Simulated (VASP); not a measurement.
Set up this calculation in VASP 6.6.1, as the native input.

```
Task                   : single point
Functional             : PBE
Potentials or basis    : VASP PAW PBE potentials, release 64 (Sn_d, Ge_d, Se)
Cutoff                 : 520 eV
k mesh                 : 6 × 6 × 2
Occupations            : gaussian, width 0.1 eV
Spin                   : no spin polarisation
Dipole correction      : no
Further INCAR settings : ALGO = Normal; EDIFF = 1e-06; NBANDS = 39
```

The structure of Sn2GeSe3 lies in POSCAR:

```
Sn2GeSe3
1.0
    4.2645467100      0.0000000000      0.0000000000
   -2.1322733500      3.6932057800      0.0000000000
    0.0000000000      0.0000000000     10.5820147700
Sn Ge Se
2 1 3
Direct
    0.3333333300      0.6666666700      0.8271350300
    0.6666666700      0.3333333300      0.1728649700
    0.0000000000      0.0000000000      0.5000000000
    0.3333333300      0.6666666700      0.3480919900
    0.6666666700      0.3333333300      0.6519080100
    0.0000000000      0.0000000000      0.0000000000
```

The cell was generated, and may not be a known phase.

These files were run (other wordings do the same):

INCAR

```
PREC = Accurate
ENCUT = 520
EDIFF = 1E-6
ISMEAR = 0
SIGMA = 0.1
LREAL = False
LASPH = True
NELM = 80
ALGO = Normal
ISIF = 2
LWAVE = False
LCHARG = False
GGA = PE
NBANDS = 39
```

KPOINTS

```
regular mesh
0
Gamma
  6 6 2
```

Potentials or basis: VASP PAW PBE potentials, release 64 (Sn_d, Ge_d, Se).

Command:

```console
$ cat potpaw_PBE.64/Sn_d/POTCAR potpaw_PBE.64/Ge_d/POTCAR potpaw_PBE.64/Se/POTCAR > POTCAR
$ mpirun -np 1 vasp_std > vasp.out
```

It gave:

| Item | Value |
| --- | --- |
| Pressure | -3.1 GPa |
| Largest force | 0.081 eV/Å |
| Band gap on the k mesh | 0.06 eV (least direct gap 0.14 eV) |

Caveat: the cell stands under tension; semilocal functionals underestimate gaps, and a narrow one can read as zero; spin-orbit coupling is left out, which moves the levels of the heavy elements.

It took 75 s on 1 thread of AMD EPYC 9R14 (Zen 4), on a shared host, peak memory 0.28 GiB.
